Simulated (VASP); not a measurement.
# LiH (Fm-3m) in VASP: a series of runs

The runs below take LiH through single point, relaxation of cell and atoms, with r2SCAN.

All numbers are computed with VASP 6.6.1; they aren't measurements. Logs are shortened: lines on timing, memory, paths and dates and some standing lists are left out, and cuts for length are marked.

## (1) The cell of the first run

The structure is cubic, space group Fm-3m (No. 225). The conventional cell has a = 3.810 Å, b = 3.810 Å, c = 3.810 Å, α = 90.00°, β = 90.00°, γ = 90.00°. Li (site symmetry m-3m) has 6 H at 1.90 Å within 2.5 Å. Within 2.5 Å of H (site symmetry m-3m) lie 6 Li at 1.90 Å.

## (2) Single point, r2SCAN

The input, POSCAR:

```
LiH
1.0
    1.9049640572      1.9049640572      0.0000000000
   -1.9049640572      1.9049640572      0.0000000000
    0.0000000000      1.9049640572      1.9049640572
Li H
1 1
Direct
    0.0000000000      0.0000000000      0.0000000000
    0.5000000000      0.5000000000      0.0000000000
```

The input, INCAR.step1:

```
SYSTEM = LiH
PREC = Accurate
ENCUT = 1350
ISMEAR = 0
SIGMA = 0.01
LREAL = .False.
LASPH = .True.
NELM = 120
NBANDS = 9
GGA = PE
ALGO = Normal
EDIFF = 1E-5
LWAVE = .True.
LCHARG = .False.
GGA_COMPAT = .False.
```

The input, INCAR.step2:

```
SYSTEM = LiH
PREC = Accurate
ENCUT = 1350
EDIFF = 1E-6
ISMEAR = 0
SIGMA = 0.01
LREAL = .False.
LASPH = .True.
NELM = 120
ALGO = Normal
ISIF = 2
LWAVE = .False.
LCHARG = .False.
METAGGA = R2SCAN
LMIXTAU = .True.
NBANDS = 9
ISTART = 1
GGA_COMPAT = .False.
```

The input, KPOINTS:

```
regular mesh
0
Gamma
  10 10 10
  0 0 0
```

Potentials or basis: VASP PAW PBE potentials, release 64 (Li_sv, H_h).

Command:

```console
$ cat potpaw_PBE.64/Li_sv/POTCAR potpaw_PBE.64/H_h/POTCAR > POTCAR
$ cp INCAR.step1 INCAR
$ mpirun -np 1 vasp_std > vasp.out
$ cp INCAR.step2 INCAR
$ mpirun -np 1 vasp_std > vasp.out
```

OUTCAR:

```text
SYSTEM = LiH
   PREC = Accurate
   ENCUT = 1350
   EDIFF = 1E-6
   ISMEAR = 0
   LREAL = .False.
   LASPH = .True.
   NELM = 120
   ISIF = 2
   METAGGA = R2SCAN
   ISTART = 1

 ion  position               nearest neighbor table
   1  0.000  0.000  0.000-
   2  0.500  0.500  0.000-

  LATTYP: Found a face centered cubic cell.
 ALAT       =     3.8099281144

  Lattice vectors:

 A1 = (   0.0000000000,   1.9049640572,   1.9049640572)
 A2 = (   1.9049640572,   0.0000000000,   1.9049640572)
 A3 = (   1.9049640572,   1.9049640572,   0.0000000000)

Analysis of symmetry for initial positions (statically):
=====================================================================
 Subroutine PRICEL returns:
 Original cell was already a primitive cell.

 Routine SETGRP: Setting up the symmetry group for a
 face centered cubic supercell.

 Subroutine GETGRP returns: Found 48 space group operations
 (whereof 48 operations were pure point group operations)
 out of a pool of 48 trial point group operations.

The static configuration has the point symmetry O_h .

Analysis of symmetry for dynamics (positions and initial velocities):
=====================================================================
 Subroutine PRICEL returns:
 Original cell was already a primitive cell.

 Routine SETGRP: Setting up the symmetry group for a
 face centered cubic supercell.

 Subroutine GETGRP returns: Found 48 space group operations
 (whereof 48 operations were pure point group operations)
 out of a pool of 48 trial point group operations.

The dynamic configuration has the point symmetry O_h .

 Subroutine INISYM returns: Found 48 space group operations
 (whereof 48 operations are pure point group operations),
 and found     1 'primitive' translations

----------------------------------------------------------------------------------------

                                     Primitive cell

  volume of cell :      13.8258

  direct lattice vectors                    reciprocal lattice vectors
     1.904964057  1.904964057  0.000000000     0.262472144  0.262472144 -0.262472144
    -1.904964057  1.904964057  0.000000000    -0.262472144  0.262472144 -0.262472144
     0.000000000  1.904964057  1.904964057     0.000000000  0.000000000  0.524944288

  length of vectors
     2.694026006  2.694026006  2.694026006     0.454615089  0.454615089  0.524944288

  position of ions in fractional coordinates (direct lattice)
     0.000000000  0.000000000  0.000000000
     0.500000000  0.500000000  0.000000000

  ion indices of the primitive-cell ions
   primitive index   ion index
                 1           1
                 2           2

----------------------------------------------------------------------------------------

 KPOINTS: regular mesh

Automatic generation of k-mesh.
 Grid dimensions read from file:
 generate k-points for:   10   10   10

 Generating k-lattice:

  Cartesian coordinates                     Fractional coordinates (reciprocal lattice)
     0.026247214  0.026247214 -0.026247214     0.100000000  0.000000000  0.000000000
    -0.026247214  0.026247214 -0.026247214     0.000000000  0.100000000  0.000000000
     0.000000000  0.000000000  0.052494429     0.000000000  0.000000000  0.100000000

  Length of vectors
     0.045461509  0.045461509  0.052494429

  Shift w.r.t. Gamma in fractional coordinates (k-lattice)
     0.000000000  0.000000000  0.000000000

 Subroutine IBZKPT returns following result:
 ===========================================

 Found     47 irreducible k-points:

 Following reciprocal coordinates:
            Coordinates               Weight
  0.000000  0.000000  0.000000      1.000000
  0.100000  0.000000  0.000000      8.000000
  0.200000  0.000000  0.000000      8.000000
  0.300000  0.000000  0.000000      8.000000
  0.400000  0.000000  0.000000      8.000000
  0.500000  0.000000  0.000000      4.000000
[... 16 lines left out ...]
  0.300000  0.300000  0.000000     12.000000
  0.400000  0.300000  0.000000     24.000000
 [... further k-points ...]
   k-points           NKPTS =     47   k-points in BZ     NKDIM =     47   number of bands    NBANDS=      9
   number of dos      NEDOS =    301   number of ions     NIONS =      2
   total plane-waves  NPLWV =  32768
   dimension x,y,z NGX =    32 NGY =   32 NGZ =   32
   dimension x,y,z NGXF=    64 NGYF=   64 NGZF=   64
   ions per type =               1   1
   NGX,Y,Z   is equivalent  to a cutoff of  19.75, 19.75, 19.75 a.u.
   NGXF,Y,Z  is equivalent  to a cutoff of  39.49, 39.49, 39.49 a.u.
 SYSTEM =  LiH
   PREC   = accura    normal or accurate (medium, high low for compatibility)
   ISTART =      1    job   : 0-new  1-cont  2-samecut
   ICHARG =      0    charge: 1-file 2-atom 10-const
   ISPIN  =      1    spin polarized calculation?
   LNONCOLLINEAR =      F non collinear calculations
   LSORBIT =      F    spin-orbit coupling
   LASPH  =      T    aspherical Exc in radial PAW
   ENCUT  = 1350.0 eV  99.22 Ry    9.96 a.u.   8.07  8.07  8.07*2*pi/ulx,y,z
   NELM   =    120;   NELMIN=  2; NELMDL=  0     # of ELM steps
   EDIFF  = 0.1E-05   stopping-criterion for ELM
   LREAL  =      F    real-space projection
   EDIFFG = 0.1E-04   stopping-criterion for IOM
   NSW    =      0    number of steps for IOM
   IBRION =     -1    ionic relax: 0-MD 1-quasi-New 2-CG
   NFREE  =      0    steps in history (QN), initial steepest desc. (CG)
   ISIF   =      2    stress and relaxation
   ISYM   =      2    0-nonsym 1-usesym 2-fastsym
   POTIM  = 0.5000    time-step for ionic-motion
   TEBEG  =    0.0;   TEEND  =   0.0 temperature during run
   PSTRESS=    0.0 pullay stress
   NELECT =       4.0000    total number of electrons
   NUPDOWN=      -1.0000    fix difference up-down
   EMIN   =  10.00;   EMAX   =-10.00  energy-range for DOS
   EFERMI =   0.00;   METHOD = LEGACY
   ISMEAR =     0;   SIGMA  =   0.01  broadening in eV -4-tet -1-fermi 0-gaus
   EFERMI_NEDOS =   21; number of points for ismear=-14 and -15
   IALGO  =     38    algorithm
   IMIX   =      4    mixing-type and parameters
     AMIX     =   0.40;   BMIX     =  1.00
     AMIX_MAG =   1.60;   BMIX_MAG =  1.00
  volume/ion in A,a.u.               =       6.91        46.65
  Fermi-wavevector in a.u.,A,eV,Ry     =   1.082758  2.046116 15.950991  1.172365
  Thomas-Fermi vector in A             =   2.218807
   LORBIT       =      0    0 simple, 1 ext, 2 COOP (PROOUT), +10 PAW based schemes
   METAGGA = R2SCAN    functional components
   LHFCALC =     F    Hartree Fock is set to
   AEXX    =    0.0000 exact exchange contribution
   IVDW    =     0    specifies the selected vdW correction
   LEPSILON=     F    determine dielectric tensor
   LRPA    =     F    only Hartree local field effects (RPA)
 non-spin polarized calculation
 Gauss-broadening in eV      SIGMA  =   0.01
  energy-cutoff  :     1350.00
  volume of cell :       13.83
 maximum number of plane-waves:      1588
   NGX = 17   NGY = 17   NGZ = 17

 number of electron       3.9999999 magnetization

 Free energy of the ion-electron system (eV)
  ---------------------------------------------------
  ext. energy  EPLUGINS =         0.00000000
  ---------------------------------------------------
  free energy    TOTEN  =        -6.77931575 eV

  energy without entropy =       -6.77931575  energy(sigma->0) =       -6.77931575

 E-fermi :   0.8492     XC(G=0):  -9.3667

 val. band max:        0.5418410444   @ k =   0.5000   0.5000   0.0000
 cond. band min:       4.0184895426   @ k =   0.5000   0.5000   0.0000
 fundamental gap:      3.4766484982
 Fermi energy:         0.8492254586

 k-point     1 :       0.0000    0.0000    0.0000
  band No.  band energies     occupation
      1     -44.9716      2.00000
      2      -5.5483      2.00000
      3      20.2597      0.00000
      4      21.5882      0.00000
      5      21.5882      0.00000
      6      21.5882      0.00000
      7      26.3821      0.00000
      8      26.3821      0.00000
      9      26.3821      0.00000

 k-point     2 :       0.1000    0.0000    0.0000
  band No.  band energies     occupation
      1     -44.9640      2.00000
      2      -5.3580      2.00000
      3      17.9634      0.00000
      4      20.7325      0.00000
      5      21.0779      0.00000
      6      21.0779      0.00000
      7      26.1284      0.00000
      8      27.4772      0.00000
      9      27.4772      0.00000

 k-point     3 :       0.2000    0.0000    0.0000
  band No.  band energies     occupation
      1     -44.9441      2.00000
      2      -4.8010      2.00000
      3      13.9237      0.00000
      4      19.3064      0.00000
      5      20.3130      0.00000
      6      20.3130      0.00000
      7      27.2814      0.00000
      8      27.2814      0.00000
      9      27.3181      0.00000

 k-point     4 :       0.3000    0.0000    0.0000
  band No.  band energies     occupation
      1     -44.9195      2.00000
      2      -3.9457      2.00000
      3      10.2622      0.00000
      4      18.0425      0.00000
      5      19.9064      0.00000
      6      19.9064      0.00000
      7      24.7365      0.00000
      8      24.7365      0.00000
      9      29.2276      0.00000

 k-point     5 :       0.4000    0.0000    0.0000
  band No.  band energies     occupation
      1     -44.8995      2.00000
      2      -3.0154      2.00000
      3       7.5853      0.00000
      4      17.2133      0.00000
      5      19.9639      0.00000
      6      19.9639      0.00000
      7      22.8421      0.00000
      8      22.8421      0.00000
      9      31.4166      0.00000

 k-point     6 :       0.5000    0.0000    0.0000
  band No.  band energies     occupation
      1     -44.8919      2.00000
      2      -2.5567      2.00000
      3       6.5363      0.00000
      4      16.9272      0.00000
      5      20.1835      0.00000
      6      20.1835      0.00000
      7      22.0047      0.00000
      8      22.0047      0.00000
      9      32.6683      0.00000
[... 169 lines left out ...]
 k-point    21 :      -0.3000    0.2000    0.0000
  band No.  band energies     occupation
      1     -44.9167      2.00000
      2      -3.7698      2.00000
      3      12.2048      0.00000
      4      14.8746      0.00000
      5      15.8936      0.00000
      6      20.9317      0.00000
      7      22.2432      0.00000
      8      30.2245      0.00000
      9      32.9090      0.00000

 k-point    22 :      -0.2000    0.2000    0.0000
  band No.  band energies     occupation
      1     -44.9353      2.00000
      2      -4.4914      2.00000
      3      15.0478      0.00000
      4      16.8028      0.00000
      5      16.8028      0.00000
      6      20.4608      0.00000
      7      22.4241      0.00000
      8      29.7208      0.00000
      9      33.8560      0.00000

 k-point    23 :       0.3000    0.3000    0.0000
  band No.  band energies     occupation
      1     -44.8794      2.00000
      2      -1.4462      2.00000
      3       7.3981      0.00000
      4       9.4324      0.00000
      5      16.4798      0.00000
      6      19.6424      0.00000
      7      29.5520      0.00000
      8      30.9884      0.00000
      9      32.6172      0.00000

 k-point    24 :       0.4000    0.3000    0.0000
  band No.  band energies     occupation
      1     -44.8733      2.00000
      2      -0.6827      2.00000
      3       6.0754      0.00000
      4       9.5510      0.00000
      5      15.1041      0.00000
      6      19.9513      0.00000
      7      27.3598      0.00000
      8      31.5475      0.00000
      9      35.3042      0.00000

 [... further k-points ...]

------------------------ aborting loop because EDIFF is reached ----------------------------------------

  FORCE on cell =-STRESS in cart. coord.  units (eV):
  Direction    XX          YY          ZZ          XY          YZ          ZX
  --------------------------------------------------------------------------------------
  -------------------------------------------------------------------------------------
  Total        0.5527405      0.5527405      0.5527405      0.0000000      0.0000000     -0.0000000
  in kB       64.0533031     64.0533031     64.0533031      0.0000000      0.0000000     -0.0000000
  external PRESSURE =      64.0533031 kB  Pullay stress =       0.0000000 kB

 VOLUME and BASIS-vectors are now :
 -----------------------------------------------------------------------------
  energy-cutoff  :     1350.00
  volume of cell :       13.83
      direct lattice vectors                 reciprocal lattice vectors
     1.904964057  1.904964057  0.000000000     0.262472144  0.262472144 -0.262472144
    -1.904964057  1.904964057  0.000000000    -0.262472144  0.262472144 -0.262472144
     0.000000000  1.904964057  1.904964057     0.000000000  0.000000000  0.524944288

 POSITION                                       TOTAL-FORCE (eV/Angst)
 -----------------------------------------------------------------------------------
      0.00000      0.00000      0.00000         0.000000     -0.000000      0.000000
      0.00000      1.90496      0.00000        -0.000000      0.000000      0.000000
 -----------------------------------------------------------------------------------
    total drift:                                0.000000     -0.000000     -0.000000

  FREE ENERGIE OF THE ION-ELECTRON SYSTEM (eV)
  ---------------------------------------------------
  free  energy   TOTEN  =        -6.7793157526 eV

  energy  without entropy=       -6.7793157526  energy(sigma->0) =       -6.77931575
```

It took 32 s on 1 thread of Intel Xeon 6975P-C (Granite Rapids), shared host; peak memory 0.18 GiB.

Results:

```
Free energy            : -6.7793 eV
Pressure               : 6.4 GPa
Band gap on the k mesh : 3.48 eV
```

Caveat: the cell stands under pressure; the PAW data sets were made with another functional, which shifts forces and pressure a little. A k mesh can miss the band edges.

## (3) Relaxation of cell and atoms, r2SCAN, target pressure 7 GPa, at which the enthalpy is minimised

This run uses another cell than the first one, of 8.03 Å³/atom.

The input, POSCAR:

```
LiH
1.0
    2.0023268344      2.0023268344      0.0000000000
   -2.0023268344      2.0023268344      0.0000000000
    0.0000000000      2.0023268344      2.0023268344
Li H
1 1
Direct
    0.0000000000      0.0000000000      0.0000000000
    0.5000000000      0.5000000000      0.0000000000
```

The input, INCAR.step1:

```
SYSTEM = LiH
PREC = Accurate ; ENCUT = 1350
ISMEAR = 0 ; SIGMA = 0.01
LREAL = .FALSE. ; LASPH = .TRUE.
NELM = 120 ; GGA = PE
ALGO = Normal ; EDIFF = 1E-5
LWAVE = .TRUE. ; LCHARG = .FALSE.
GGA_COMPAT = .FALSE. ; IBRION = 2
ISIF = 3 ; EDIFFG = -0.005
NELMIN = 4 ; NSW = 100
```

The input, INCAR.step2:

```
SYSTEM = LiH
PREC = Accurate ; ENCUT = 1350
EDIFF = 1E-7 ; ISMEAR = 0
SIGMA = 0.01 ; LREAL = .FALSE.
LASPH = .TRUE. ; NELM = 120
ALGO = Normal ; ISIF = 3
LWAVE = .FALSE. ; LCHARG = .FALSE.
METAGGA = R2SCAN ; LMIXTAU = .TRUE.
IBRION = 2 ; NSW = 100
EDIFFG = -0.002 ; PSTRESS = 70.0
ISTART = 1 ; GGA_COMPAT = .FALSE.
NELMIN = 4
```

The input, KPOINTS:

```
regular mesh
0
G
  10 10 10
  0 0 0
```

Potentials or basis: VASP PAW PBE potentials, release 64 (Li_sv, H_h).

Command:

```console
$ cat potpaw_PBE.64/Li_sv/POTCAR potpaw_PBE.64/H_h/POTCAR > POTCAR
$ cp INCAR.step1 INCAR
$ mpirun -np 1 vasp_std > vasp.out
$ cp INCAR.step2 INCAR
$ mpirun -np 1 vasp_std > vasp.out
```

Wall time 6 min (1 thread of AMD EPYC 7R13 (Zen 3), shared host); peak memory 0.2 GiB.

It converged, with:

* Free energy: -6.7715 eV
* Relaxed volume: 6.82 Å³/atom
* Relaxed cell: a = 2.682 Å, b = 2.682 Å, c = 2.682 Å, α = 60.00°, β = 60.00°, γ = 90.00°
* Space group after relaxing (to 0.1 Å): Fm-3m (No. 225)
* Energy change on relaxing (the run minimises the enthalpy): +25.5 meV/atom
* Ionic steps: 5
* Pressure after relaxing: 7.0 GPa
* Band gap on the k mesh: 3.47 eV

The path:
```
step  energy change (eV)  largest force (eV/Å)  pressure (GPa)  volume (Å³)
   1              0.0000                0.0000           -0.22        16.06
   2              0.0046                0.0000            1.98        15.23
   3              0.0479                0.0000            6.71        13.71
   4              0.0515                0.0000            7.09        13.63
   5              0.0510                0.0000            7.04        13.64
```

Final structure:
```
CELL_PARAMETERS angstrom
1.89649 1.89649 0.00000
-1.89649 1.89649 0.00000
0.00000 1.89649 1.89649
ATOMIC_POSITIONS crystal
Li 0.00000 0.00000 0.00000
H 0.50000 0.50000 0.00000
```

Levels at points of the mesh, in eV from the valence-band top:
```tsv
k point	band 1	band 2	band 3	band 4	band 5
(0.00, 0.00, 0.00)	-45.52	-6.14	19.93	21.21	21.21
(0.50, 0.00, 0.00)	-45.43	-3.14	6.04	16.52	19.79
(0.50, 0.50, 0.00)	-45.41	0.00	3.47	12.62	12.62
```

Caveat: the cell is relaxed towards a set pressure, so the run minimises the enthalpy, not the energy; the volume moved by over 15 % at a fixed basis, so the end points are rough; the PAW data sets were made with another functional, which shifts forces and pressure a little.
